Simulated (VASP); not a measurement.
# Al in VASP: single point with PBE

Aim: the single point of Al with PBE.

Program: VASP 6.6.1. These are calculated values, not measurements. Logs are shortened: lines on timing, memory, paths and dates and some standing lists are left out, and cuts for length are marked.

### 1 The cell of the first run

The cell holds a slab with vacuum, 4 atoms: a = 2.911 Å, b = 2.911 Å, c = 26.029 Å, α = 90.00°, β = 90.00°, γ = 90.00°.

### 2 Single point, PBE

The input, INCAR:

```
SYSTEM = Al
ALGO = Normal
DIPOL = 0.5 0.5 0.660
EDIFF = 1E-6
ENCUT = 400
GGA = PE
GGA_COMPAT = .FALSE.
IDIPOL = 3
ISIF = 2
ISMEAR = 1
LASPH = .TRUE.
LCHARG = .TRUE.
LDIPOL = .TRUE.
LELF = .TRUE.
LREAL = .FALSE.
LVACPOTAV = .TRUE.
LVHAR = .TRUE.
LWAVE = .FALSE.
NBANDS = 14
NELM = 120
NELMDL = -8
PREC = Accurate
SIGMA = 0.1
```

The input, KPOINTS:

```
k-points
0
G
  12 12 1
  0 0 0
```

The input, POSCAR:

```
Al
1.0
    2.9108335801      0.0000000000      0.0000000000
    0.0000000000      2.9108335801      0.0000000000
    0.0000000000      0.0000000000     26.0291690408
Al
4
Direct
    0.0000000000      0.0000000000      0.5475671436
    0.5000000000      0.5000000000      0.6219975063
    0.0000000000      0.0000000000      0.6974703504
    0.5000000000      0.5000000000      0.7748465842
```

Potentials or basis: VASP PAW PBE potentials, release 64 (Al).

The run is started by

```bash
cat potpaw_PBE.64/Al/POTCAR > POTCAR
mpirun -np 1 vasp_std > vasp.out
```

OUTCAR:

```text
SYSTEM = Al
   EDIFF = 1E-6
   ENCUT = 400
   GGA = PE
   ISIF = 2
   ISMEAR = 1
   LASPH = .TRUE.
   LREAL = .FALSE.
   NELM = 120
   NELMDL = -8
   PREC = Accurate

 ion  position               nearest neighbor table
   1  0.000  0.000  0.548-   2 2.83   2 2.83   2 2.83   2 2.83
   2  0.500  0.500  0.622-   1 2.83   1 2.83   1 2.83   1 2.83   3 2.85   3 2.85   3 2.85   3 2.85

   3  0.000  0.000  0.697-   2 2.85   2 2.85   2 2.85   2 2.85   4 2.88   4 2.88   4 2.88   4 2.88

   4  0.500  0.500  0.775-   3 2.88   3 2.88   3 2.88   3 2.88

  LATTYP: Found a simple tetragonal cell.
 ALAT       =     2.9108335801
 C/A-ratio  =     8.9421701119

  Lattice vectors:

 A1 = (   2.9108335801,   0.0000000000,   0.0000000000)
 A2 = (   0.0000000000,   2.9108335801,   0.0000000000)
 A3 = (   0.0000000000,   0.0000000000,  26.0291690408)

Analysis of symmetry for initial positions (statically):
=====================================================================
 Subroutine PRICEL returns:
 Original cell was already a primitive cell.

 Routine SETGRP: Setting up the symmetry group for a
 simple tetragonal supercell.

 Subroutine GETGRP returns: Found  8 space group operations
 (whereof  8 operations were pure point group operations)
 out of a pool of 16 trial point group operations.

The static configuration has the point symmetry C_4v.

Analysis of symmetry for dynamics (positions and initial velocities):
=====================================================================
 Subroutine PRICEL returns:
 Original cell was already a primitive cell.

 Routine SETGRP: Setting up the symmetry group for a
 simple tetragonal supercell.

 Subroutine GETGRP returns: Found  8 space group operations
 (whereof  8 operations were pure point group operations)
 out of a pool of 16 trial point group operations.

The dynamic configuration has the point symmetry C_4v.

 Subroutine INISYM returns: Found  8 space group operations
 (whereof  8 operations are pure point group operations),
 and found     1 'primitive' translations

----------------------------------------------------------------------------------------

                                     Primitive cell

  volume of cell :     220.5439

  direct lattice vectors                    reciprocal lattice vectors
     2.910833580  0.000000000  0.000000000     0.343544202  0.000000000  0.000000000
     0.000000000  2.910833580  0.000000000     0.000000000  0.343544202  0.000000000
[... 103 lines left out ...]
   EFERMI =   0.00;   METHOD = LEGACY
   ISMEAR =     1;   SIGMA  =   0.10  broadening in eV -4-tet -1-fermi 0-gaus
   EFERMI_NEDOS =   21; number of points for ismear=-14 and -15
   IALGO  =     38    algorithm
   IMIX   =      4    mixing-type and parameters
     AMIX     =   0.40;   BMIX     =  1.00
     AMIX_MAG =   1.60;   BMIX_MAG =  1.00
  volume/ion in A,a.u.               =      55.14       372.08
  Fermi-wavevector in a.u.,A,eV,Ry     =   0.620350  1.172292  5.235989  0.384834
  Thomas-Fermi vector in A             =   1.679470
   LORBIT       =      0    0 simple, 1 ext, 2 COOP (PROOUT), +10 PAW based schemes
   GGA     = PE    functional components
   LHFCALC =     F    Hartree Fock is set to
   AEXX    =    0.0000 exact exchange contribution
   IVDW    =     0    specifies the selected vdW correction
   LEPSILON=     F    determine dielectric tensor
   LRPA    =     F    only Hartree local field effects (RPA)
 non-spin polarized calculation
 Methfessel and Paxton  Order N= 1 SIGMA  =   0.10
  energy-cutoff  :      400.00
  volume of cell :      220.54
 maximum number of plane-waves:      4054
 NGX is ok and might be reduce to    20
   NGX =  9   NGY =  9   NGZ = 85

 dipolmoment           0.000000      0.000000      0.032544 electrons x Angstroem

 number of electron      11.9999999 magnetization

 dipolmoment           0.000000      0.000000     -0.000881 electrons x Angstroem

 Free energy of the ion-electron system (eV)
  ---------------------------------------------------
  ext. energy  EPLUGINS =         0.00000000
  ---------------------------------------------------
  free energy    TOTEN  =       -13.93487524 eV

  energy without entropy =      -13.93252460  energy(sigma->0) =      -13.93409169

 E-fermi :  -0.4751     XC(G=0):  -3.8548

 val. band max:       -0.4842535574   @ k =   0.5000   0.4167   0.0000
 cond. band min:      -0.4713512357   @ k =   0.5000   0.5000   0.0000
 fundamental gap:      0.0129023217
 Fermi energy:        -0.4751367192

 k-point     1 :       0.0000    0.0000    0.0000
  band No.  band energies     occupation
      1     -11.1118      2.00000
      2      -9.6857      2.00000
      3      -7.4450      2.00000
      4      -4.5515      2.00000
      5      -2.2324      2.00000
      6       1.2569     -0.00000
      7       3.0201      0.00000
      8       3.7749      0.00000
      9       3.9259      0.00000
     10       4.8437      0.00000
     11       4.8966      0.00000
     12       4.8966      0.00000
     13       5.1106      0.00000
     14       5.1404      0.00000
[... 377 lines left out ...]
      1      -6.2411      2.00000
      2      -4.8574      2.00000
      3      -3.5245      2.00000
      4      -2.6756      2.00000
      5      -2.1725      2.00000
      6      -0.4964      1.35029
      7      -0.1652     -0.00011
      8       0.3014     -0.00000
      9       0.8640     -0.00000
     10       2.0962      0.00000
     11       2.2464      0.00000
     12       3.0288      0.00000
     13       3.0681      0.00000
     14       3.4821      0.00000

 [... further k-points ...]
[... 5 lines left out ...]
  --------------------------------------------------------------------------------------
  -------------------------------------------------------------------------------------
  Total       -2.1216679     -2.1216679      0.3452659      0.0000000      0.0000000      0.0000000
  in kB      -15.4132041    -15.4132041      2.5082406      0.0000000      0.0000000      0.0000000
  external PRESSURE =      -9.4393892 kB  Pullay stress =       0.0000000 kB

 VOLUME and BASIS-vectors are now :
 -----------------------------------------------------------------------------
  energy-cutoff  :      400.00
  volume of cell :      220.54
      direct lattice vectors                 reciprocal lattice vectors
     2.910833580  0.000000000  0.000000000     0.343544202  0.000000000  0.000000000
     0.000000000  2.910833580  0.000000000     0.000000000  0.343544202  0.000000000
     0.000000000  0.000000000 26.029169041     0.000000000  0.000000000  0.038418437

 POSITION                                       TOTAL-FORCE (eV/Angst)
 -----------------------------------------------------------------------------------
      0.00000      0.00000     14.25272        -0.000000      0.000000     -0.190185
      1.45542      1.45542     16.19008        -0.000000      0.000000      0.228725
      0.00000      0.00000     18.15457         0.000000      0.000000     -0.069089
      1.45542      1.45542     20.16861        -0.000000      0.000000      0.030550
 -----------------------------------------------------------------------------------
    total drift:                               -0.000000      0.000000     -0.000010

  FREE ENERGIE OF THE ION-ELECTRON SYSTEM (eV)
  ---------------------------------------------------
  free  energy   TOTEN  =       -13.9348752396 eV

  energy  without entropy=      -13.9325245975  energy(sigma->0) =      -13.93409169

 vacuum level on the upper side and lower side of the slab         3.745         3.764
```

OSZICAR:

```text
N       E                     dE             d eps       ncg     rms          rms(c)
DAV:   1     0.249075626228E+02    0.24908E+02   -0.32015E+03   784   0.477E+02
DAV:   2    -0.131126132636E+02   -0.38020E+02   -0.35938E+02  1138   0.887E+01
DAV:   3    -0.145051813710E+02   -0.13926E+01   -0.13690E+01  1026   0.172E+01
[... 19 lines left out ...]
DAV:  23    -0.139348697023E+02   -0.39844E-05   -0.10240E-07   702   0.119E-03    0.332E-04
DAV:  24    -0.139348724094E+02   -0.27071E-05   -0.14991E-07   710   0.934E-04    0.165E-04
DAV:  25    -0.139348734651E+02   -0.10557E-05   -0.28438E-08   698   0.473E-04    0.242E-04
DAV:  26    -0.139348749068E+02   -0.14417E-05   -0.36008E-08   690   0.458E-04    0.999E-05
DAV:  27    -0.139348752396E+02   -0.33279E-06   -0.41361E-09   666   0.224E-04
   1 F= -.13934875E+02 E0= -.13934092E+02  d E =-.235064E-02
```

It took 2.8 min on 1 thread of Intel Xeon 8259CL, shared host; peak memory 0.26 GiB.

What came out:

```
Free energy            : -13.9349 eV
Largest force          : 0.229 eV/Å
Band gap on the k mesh : zero (band 6 reaches 1.47 eV, above the bottom of band 7 at -1.39 eV)
```

Forces on the atoms (eV/Å):
```
Al   0.000  0.000 -0.190
Al   0.000  0.000  0.229
Al   0.000  0.000 -0.069
Al   0.000  0.000  0.031
```
